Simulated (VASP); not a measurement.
A run of VASP 6.6.1 is set up as follows.

File INCAR:

```
SYSTEM = AlSbSe3
ALGO = Normal
EDIFF = 1E-7
ENCUT = 520
GGA = PE
ISIF = 2
ISMEAR = 0
LASPH = .TRUE.
LCHARG = .TRUE.
LELF = .TRUE.
LREAL = .FALSE.
LVHAR = .TRUE.
LWAVE = .FALSE.
NBANDS = 37
NELM = 80
PREC = Accurate
SIGMA = 0.1
```

Contents of KPOINTS:

```
k-points
0
G
  3 3 4
  0 0 0
```

POSCAR

```
AlSbSe3
1.0
    6.8251389217      0.0000000000      0.0000000000
   -3.4125694609      5.9107436906      0.0000000000
    0.0000000000      0.0000000000      6.8032140671
Al Sb Se
2 2 6
Direct
    0.3333333333      0.6666666667      0.7500000000
    0.6666666667      0.3333333333      0.2500000000
    0.0000000000      0.0000000000      0.5000000000
    0.0000000000      0.0000000000      0.0000000000
    0.1845016001      0.3690032001      0.2500000000
    0.8154983999      0.1845016001      0.7500000000
    0.8154983999      0.6309967999      0.7500000000
    0.1845016001      0.8154983999      0.2500000000
    0.6309967999      0.8154983999      0.2500000000
    0.3690032001      0.1845016001      0.7500000000
```

Potentials or basis: VASP PAW PBE potentials, release 64 (Al, Sb, Se).

Command:

```console
$ cat potpaw_PBE.64/Al/POTCAR potpaw_PBE.64/Sb/POTCAR potpaw_PBE.64/Se/POTCAR > POTCAR
$ mpirun -np 1 vasp_std > vasp.out
```

Task: Predict the pressure.

Result: 0.0 GPa.

Task: What does it give for the largest force?

Result: 0.038 eV/Å.

Task: Predict the band gap on the k mesh.

Result: Zero (bands 26 and 27 overlap by 0.43 eV).

Forces in eV/Å, atoms in the order of the input:
```
Al   0.000  0.000  0.000
Al   0.000  0.000  0.000
Sb   0.000  0.000  0.000
Sb   0.000  0.000  0.000
Se   0.000 -0.038  0.000
Se   0.033 -0.019  0.000
Se   0.000  0.038  0.000
Se  -0.033  0.019  0.000
Se   0.033  0.019  0.000
Se  -0.033 -0.019  0.000
```

Caveat: spin-orbit coupling is left out, which moves the levels of the heavy elements.
